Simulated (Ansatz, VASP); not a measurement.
One calculation of FeCo, two programs

```
CELL_PARAMETERS angstrom
2.88061 0.00000 0.00000
0.00000 2.88061 0.00000
0.00000 0.00000 2.88061
ATOMIC_POSITIONS crystal
Fe 0.50000 0.50000 0.50000
Co 0.00000 0.00000 0.00000
```

Change from the starting cell: volume scaled by 1.025.

Alike in both runs: task single point; functional PBE; k mesh 11 × 11 × 11; occupations fermi-dirac, width 0.05 eV; collinear spin.

|  | VASP | Ansatz |
| --- | --- | --- |
| version | VASP 6.6.1 | Ansatz 0.2.0 |
| potentials or method | VASP PAW PBE potentials, release 64 (Fe, Co), cutoff 600 eV | all-electron LAPW, scalar-relativistic |

VASP gave:

- pressure (GPa): -7.1
- net moment per atom (μB): 2.27
- size of the moment on the site where the two differ most (μB): 2.81

Estimate Ansatz's values.

pressure (GPa): -6.8; net moment per atom (μB): 2.28; size of the moment on the site where the two differ most (μB): 2.87.

Site moments also hang on the region over which each program counts them. Ansatz ran all-electron here, and VASP with PAW potentials.
